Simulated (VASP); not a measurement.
# C (R-3m) in VASP: a series of runs

The runs below take C through single point, with LDA, BLYP, PBEsol.

Everything below comes from runs of VASP 6.6.1. Logs are shortened: lines on timing, memory, paths and dates and some standing lists are left out, and cuts for length are marked.

**1. The cell of the first run**

Symmetry: R-3m, No. 166, trigonal system. Conventional cell: a = 2.456 Å, b = 2.456 Å, c = 10.041 Å, α = 90.00°, β = 90.00°, γ = 120.00°. Within 1.9 Å of C (site symmetry 3m) lie 3 C at 1.42 Å.

**2. Single point, LDA**

INCAR

```
  PREC = Accurate
  ENCUT = 600
  EDIFF = 1E-6
  ISMEAR = 1
  SIGMA = 0.05
  LREAL = False
  LASPH = True
  NELM = 120
  ALGO = Normal
  ISIF = 2
  LWAVE = False
  LCHARG = False
  GGA = CA
  NBANDS = 11
  GGA_COMPAT = False
```

KPOINTS

```
regular mesh
0
Gamma
  14 14 14
```

POSCAR

```
C
1.0
    1.2280290000      0.7090030000      3.3470110000
   -1.2280290000      0.7090030000      3.3470110000
    0.0000000000     -1.4180050000      3.3470110000
C
2
Direct
    0.8360000000      0.8360000000      0.8360000000
    0.1640000000      0.1640000000      0.1640000000
```

Potentials or basis: VASP PAW LDA potentials, release 64 (C).

Command:

```bash
> cat potpaw_LDA.64/C/POTCAR > POTCAR
> mpirun -np 1 vasp_std > vasp.out
```

OUTCAR:

```text
PREC = Accurate
   ENCUT = 600
   EDIFF = 1E-6
   ISMEAR = 1
   LREAL = False
   LASPH = True
   NELM = 120
   ISIF = 2
   GGA = CA

 ion  position               nearest neighbor table
   1  0.836  0.836  0.836-   2 1.42   2 1.42   2 1.42
   2  0.164  0.164  0.164-   1 1.42   1 1.42   1 1.42

  LATTYP: Found a trigonal (rhomboedric) cell.
 ALAT       =     3.6349997404
 COS(alpha) =     0.7717354484

  Lattice vectors:

 A1 = (   1.2280290000,   0.7090030000,   3.3470110000)
 A2 = (  -1.2280290000,   0.7090030000,   3.3470110000)
 A3 = (   0.0000000000,  -1.4180050000,   3.3470110000)

Analysis of symmetry for initial positions (statically):
=====================================================================
 Subroutine PRICEL returns:
 Original cell was already a primitive cell.

 Routine SETGRP: Setting up the symmetry group for a
 trigonal (rhombohedral) supercell.

 Subroutine GETGRP returns: Found 12 space group operations
 (whereof 12 operations were pure point group operations)
 out of a pool of 12 trial point group operations.

The static configuration has the point symmetry D_3d.

Analysis of symmetry for dynamics (positions and initial velocities):
=====================================================================
 Subroutine PRICEL returns:
 Original cell was already a primitive cell.

 Routine SETGRP: Setting up the symmetry group for a
 trigonal (rhombohedral) supercell.

 Subroutine GETGRP returns: Found 12 space group operations
 (whereof 12 operations were pure point group operations)
 out of a pool of 12 trial point group operations.

The dynamic configuration has the point symmetry D_3d.

 Subroutine INISYM returns: Found 12 space group operations
 (whereof 12 operations are pure point group operations),
 and found     1 'primitive' translations

----------------------------------------------------------------------------------------

                                     Primitive cell

  volume of cell :      17.4850

  direct lattice vectors                    reciprocal lattice vectors
     1.228029000  0.709003000  3.347011000     0.407156509  0.235071988  0.099591323
    -1.228029000  0.709003000  3.347011000    -0.407156509  0.235071988  0.099591323
     0.000000000 -1.418005000  3.347011000     0.000000000 -0.470143977  0.099591394

  length of vectors
     3.634999740  3.634999740  3.634999424     0.480576418  0.480576418  0.480576534

  position of ions in fractional coordinates (direct lattice)
     0.836000000  0.836000000  0.836000000
     0.164000000  0.164000000  0.164000000

  ion indices of the primitive-cell ions
   primitive index   ion index
                 1           1
                 2           2

----------------------------------------------------------------------------------------

 KPOINTS: regular mesh

Automatic generation of k-mesh.
 Grid dimensions read from file:
 generate k-points for:   14   14   14

 Generating k-lattice:

  Cartesian coordinates                     Fractional coordinates (reciprocal lattice)
     0.029082608  0.016790856  0.007113666     0.071428571 -0.000000000  0.000000000
    -0.029082608  0.016790856  0.007113666    -0.000000000  0.071428571  0.000000000
     0.000000000 -0.033581713  0.007113671     0.000000000  0.000000000  0.071428571

  Length of vectors
     0.034326887  0.034326887  0.034326895

  Shift w.r.t. Gamma in fractional coordinates (k-lattice)
     0.000000000  0.000000000  0.000000000

 Subroutine IBZKPT returns following result:
 ===========================================

 Found    288 irreducible k-points:

 Following reciprocal coordinates:
            Coordinates               Weight
  0.000000  0.000000  0.000000      1.000000
  0.071429 -0.000000  0.000000      6.000000
  0.142857 -0.000000  0.000000      6.000000
  0.214286  0.000000  0.000000      6.000000
  0.285714  0.000000  0.000000      6.000000
  0.357143  0.000000  0.000000      6.000000
[... 16 lines left out ...]
  0.214286  0.142857 -0.000000     12.000000
  0.285714  0.142857  0.000000     12.000000
 [... further k-points ...]
   k-points           NKPTS =    288   k-points in BZ     NKDIM =    288   number of bands    NBANDS=     11
   number of dos      NEDOS =    301   number of ions     NIONS =      2
   total plane-waves  NPLWV =  27000
   dimension x,y,z NGX =    30 NGY =   30 NGZ =   30
   dimension x,y,z NGXF=    60 NGYF=   60 NGZF=   60
   ions per type =               2
   NGX,Y,Z   is equivalent  to a cutoff of  13.72, 13.72, 13.72 a.u.
   NGXF,Y,Z  is equivalent  to a cutoff of  27.44, 27.44, 27.44 a.u.
 SYSTEM =  unknown system
   PREC   = accura    normal or accurate (medium, high low for compatibility)
   ISTART =      0    job   : 0-new  1-cont  2-samecut
   ICHARG =      2    charge: 1-file 2-atom 10-const
   ISPIN  =      1    spin polarized calculation?
   LNONCOLLINEAR =      F non collinear calculations
   LSORBIT =      F    spin-orbit coupling
   LASPH  =      T    aspherical Exc in radial PAW
   ENCUT  =  600.0 eV  44.10 Ry    6.64 a.u.   7.26  7.26  7.26*2*pi/ulx,y,z
   NELM   =    120;   NELMIN=  2; NELMDL= -5     # of ELM steps
   EDIFF  = 0.1E-05   stopping-criterion for ELM
   LREAL  =      F    real-space projection
   EDIFFG = 0.1E-04   stopping-criterion for IOM
   NSW    =      0    number of steps for IOM
   IBRION =     -1    ionic relax: 0-MD 1-quasi-New 2-CG
   NFREE  =      0    steps in history (QN), initial steepest desc. (CG)
   ISIF   =      2    stress and relaxation
   ISYM   =      2    0-nonsym 1-usesym 2-fastsym
   POTIM  = 0.5000    time-step for ionic-motion
   TEBEG  =    0.0;   TEEND  =   0.0 temperature during run
   PSTRESS=    0.0 pullay stress
   NELECT =       8.0000    total number of electrons
   NUPDOWN=      -1.0000    fix difference up-down
   EMIN   =  10.00;   EMAX   =-10.00  energy-range for DOS
   EFERMI =   0.00;   METHOD = LEGACY
   ISMEAR =     1;   SIGMA  =   0.05  broadening in eV -4-tet -1-fermi 0-gaus
   EFERMI_NEDOS =   21; number of points for ismear=-14 and -15
   IALGO  =     38    algorithm
   IMIX   =      4    mixing-type and parameters
     AMIX     =   0.40;   BMIX     =  1.00
     AMIX_MAG =   1.60;   BMIX_MAG =  1.00
  volume/ion in A,a.u.               =       8.74        59.00
  Fermi-wavevector in a.u.,A,eV,Ry     =   1.261488  2.383867 21.651666  1.591353
  Thomas-Fermi vector in A             =   2.394945
   LORBIT       =      0    0 simple, 1 ext, 2 COOP (PROOUT), +10 PAW based schemes
   GGA     = CA    functional components
   LHFCALC =     F    Hartree Fock is set to
   AEXX    =    0.0000 exact exchange contribution
   IVDW    =     0    specifies the selected vdW correction
   LEPSILON=     F    determine dielectric tensor
   LRPA    =     F    only Hartree local field effects (RPA)
 non-spin polarized calculation
 Methfessel and Paxton  Order N= 1 SIGMA  =   0.05
  energy-cutoff  :      600.00
  volume of cell :       17.48
 maximum number of plane-waves:       596
 NGX is ok and might be reduce to    30
   NGX = 15   NGY = 15   NGZ = 15

 number of electron       8.0000000 magnetization

 Free energy of the ion-electron system (eV)
  ---------------------------------------------------
  ext. energy  EPLUGINS =         0.00000000
  ---------------------------------------------------
  free energy    TOTEN  =       -20.20542396 eV

  energy without entropy =      -20.20543046  energy(sigma->0) =      -20.20542613

 E-fermi :   4.4699     XC(G=0): -10.7938

 val. band max:        4.4278775065   @ k =  -0.1429   0.5000   0.1429
 cond. band min:       4.9663476620   @ k =  -0.1429   0.5000   0.1429
 fundamental gap:      0.5384701555
 Fermi energy:         4.4698930232

 k-point     1 :       0.0000    0.0000    0.0000
  band No.  band energies     occupation
      1     -14.8780      2.00000
      2      -1.9413      2.00000
      3       1.6797      2.00000
      4       1.6797      2.00000
      5       8.4383      0.00000
      6      13.0315      0.00000
      7      13.0315      0.00000
      8      16.0630      0.00000
      9      17.8311      0.00000
     10      27.1820      0.00000
     11      30.0676      0.00000

 k-point     2 :       0.0714   -0.0000    0.0000
  band No.  band energies     occupation
      1     -14.7544      2.00000
      2      -1.8169      2.00000
      3       1.2053      2.00000
      4       1.4253      2.00000
      5       8.6113      0.00000
      6      13.0973      0.00000
      7      13.5472      0.00000
      8      15.6449      0.00000
      9      18.0269      0.00000
     10      27.5703      0.00000
     11      29.1333      0.00000

 k-point     3 :       0.1429   -0.0000    0.0000
  band No.  band energies     occupation
      1     -14.3845      2.00000
      2      -1.4464      2.00000
      3      -0.0418      2.00000
      4       0.7949      2.00000
      5       9.1239      0.00000
      6      13.1400      0.00000
      7      14.5212      0.00000
      8      14.9498      0.00000
      9      18.6440      0.00000
     10      26.9300      0.00000
     11      28.5706      0.00000

 k-point     4 :       0.2143    0.0000    0.0000
  band No.  band energies     occupation
      1     -13.7720      2.00000
      2      -1.7485      2.00000
      3      -0.8172      2.00000
      4       0.0322      2.00000
      5       9.9243      0.00000
      6      12.7834      0.00000
      7      13.2173      0.00000
      8      16.9544      0.00000
      9      19.5684      0.00000
     10      24.9046      0.00000
     11      27.5591      0.00000
[... 239 lines left out ...]
 k-point    22 :       0.1429    0.1429    0.0000
  band No.  band energies     occupation
      1     -14.3653      2.00000
      2      -1.6089      2.00000
      3      -0.0248      2.00000
      4       0.7797      2.00000
      5       9.4569      0.00000
      6      13.1023      0.00000
      7      14.4703      0.00000
      8      14.9519      0.00000
      9      18.6826      0.00000
     10      26.5491      0.00000
     11      28.5783      0.00000

 k-point    23 :       0.2143    0.1429   -0.0000
  band No.  band energies     occupation
      1     -13.9888      2.00000
      2      -1.3214      2.00000
      3      -0.9135      2.00000
      4       0.0900      2.00000
      5      10.1055      0.00000
      6      13.2285      0.00000
      7      13.6774      0.00000
      8      15.6569      0.00000
      9      19.4914      0.00000
     10      24.8312      0.00000
     11      29.1780      0.00000

 k-point    24 :       0.2857    0.1429    0.0000
  band No.  band energies     occupation
      1     -13.3725      2.00000
      2      -2.1066      2.00000
      3      -0.9848      2.00000
      4      -0.7338      2.00000
      5      10.9086      0.00000
      6      12.2080      0.00000
      7      14.3135      0.00000
      8      16.0974      0.00000
      9      20.7632      0.00000
     10      22.9839      0.00000
     11      28.6574      0.00000

 [... further k-points ...]

------------------------ aborting loop because EDIFF is reached ----------------------------------------

  FORCE on cell =-STRESS in cart. coord.  units (eV):
  Direction    XX          YY          ZZ          XY          YZ          ZX
  --------------------------------------------------------------------------------------
  -------------------------------------------------------------------------------------
  Total       -0.5592976     -0.5592973     -0.1216809      0.0000000     -0.0000000      0.0000000
  in kB      -51.2493868    -51.2493568    -11.1498265      0.0000000     -0.0000011      0.0000000
  external PRESSURE =     -37.8828567 kB  Pullay stress =       0.0000000 kB

 VOLUME and BASIS-vectors are now :
 -----------------------------------------------------------------------------
  energy-cutoff  :      600.00
  volume of cell :       17.48
      direct lattice vectors                 reciprocal lattice vectors
     1.228029000  0.709003000  3.347011000     0.407156509  0.235071988  0.099591323
    -1.228029000  0.709003000  3.347011000    -0.407156509  0.235071988  0.099591323
     0.000000000 -1.418005000  3.347011000     0.000000000 -0.470143977  0.099591394

 POSITION                                       TOTAL-FORCE (eV/Angst)
 -----------------------------------------------------------------------------------
      0.00000      0.00000      8.39430         0.000000     -0.000000     -0.906480
      0.00000      0.00000      1.64673         0.000000      0.000000      0.906480
 -----------------------------------------------------------------------------------
    total drift:                                0.000000     -0.000000      0.000000

  FREE ENERGIE OF THE ION-ELECTRON SYSTEM (eV)
  ---------------------------------------------------
  free  energy   TOTEN  =       -20.2054239570 eV

  energy  without entropy=      -20.2054304640  energy(sigma->0) =      -20.20542613
```

Wall time 2.6 min (1 thread of Intel Xeon 8259CL, shared host); peak memory 0.18 GiB.

What came out:

```yaml
Free_energy: -20.2054 eV
Pressure: -3.8 GPa
Largest_force: 0.906 eV/Å
Band_gap_on_the_k_mesh: 0.54 eV, direct
```

Forces on the atoms (eV/Å):
```
C    0.000  0.000 -0.906
C    0.000  0.000  0.906
```

Stress tensor (GPa, compression positive):
```
-5.12  0.00  0.00
 0.00 -5.12  0.00
 0.00  0.00 -1.11
```

A k mesh can miss the band edges.

(Part 1 of 2 ends here.)
